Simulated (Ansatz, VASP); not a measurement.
# SiNi3 in VASP and in Ansatz

The input INCAR:

```
PREC     = Accurate       # precision mode
ENCUT    = 520            # plane-wave cutoff, eV
EDIFF    = 1E-7           # SCF threshold, eV
ISMEAR   = 0              # smearing method
SIGMA    = 0.15           # smearing width, eV
LREAL    = False          # projectors in reciprocal space
LASPH    = True           # aspherical terms in the spheres
NELM     = 60             # most SCF steps
ALGO     = Normal         # electronic algorithm
ISIF     = 2              # what is computed and relaxed
LWAVE    = False          # write WAVECAR
LCHARG   = True           # write CHGCAR
GGA      = PS             # functional
LELF     = True           # ELF
LVHAR    = True         
NBANDS   = 25             # bands
```

Contents of KPOINTS:

```
regular mesh
0
Gamma
  14 14 14
```

File POSCAR:

```
SiNi3
1.0
    3.4612457436      0.0000000000      0.0000000000
    0.0000000000      3.4612457436      0.0000000000
    0.0000000000      0.0000000000      3.4612457436
Si Ni
1 3
Direct
    0.0000000000      0.0000000000      0.0000000000
    0.0000000000      0.5000000000      0.5000000000
    0.5000000000      0.0000000000      0.5000000000
    0.5000000000      0.5000000000      0.0000000000
```

Input for Ansatz:

```yaml
crystal:
  lattice:
    - [3.4612457436, 0.0, 0.0]
    - [0.0, 3.4612457436, 0.0]
    - [0.0, 0.0, 3.4612457436]
  atoms:
    - { symbol: Si, position: [0.0, 0.0, 0.0] }
    - { symbol: Ni, position: [0.0, 0.5, 0.5] }
    - { symbol: Ni, position: [0.5, 0.0, 0.5] }
    - { symbol: Ni, position: [0.5, 0.5, 0.0] }
basis:
  ecutwfc: 420
kpoints:
  mp_grid: { grid: [14, 14, 14] }
hamiltonian:
  xc: pbesol
scf:
  occupations: { method: gaussian, width: 0.15 }
output:
  forces: true
  stress: true
  eigenvalues: true
  write_density: true
  write_potential: true
  elf: true
  volumetric_format: npy
```

Alike in both runs: task single point; functional PBEsol; k mesh 14 × 14 × 14; occupations gaussian, width 0.15 eV; no spin polarisation.

|  | VASP | Ansatz |
| --- | --- | --- |
| version | VASP 6.6.1 | Ansatz 0.2.0 |
| potentials or method | VASP PAW PBE potentials, release 64 (Si, Ni), cutoff 520 eV | scalar-relativistic, plane waves, PAW |
| valence electrons in the cell | 34 | 58 |

```tsv
	VASP	Ansatz	Ansatz less VASP
gap on the k mesh at the Fermi level (eV)	none	none	-
pressure (GPa)	0.1	0.0	-0.12
```

VASP's potentials were made for PBE, not for PBEsol. A gap of «none» marks a metal or a gap that the smearing closes. VASP's potentials hold 34 valence electrons a cell and Ansatz's 58, so a difference there can come from the potentials and not from the codes.
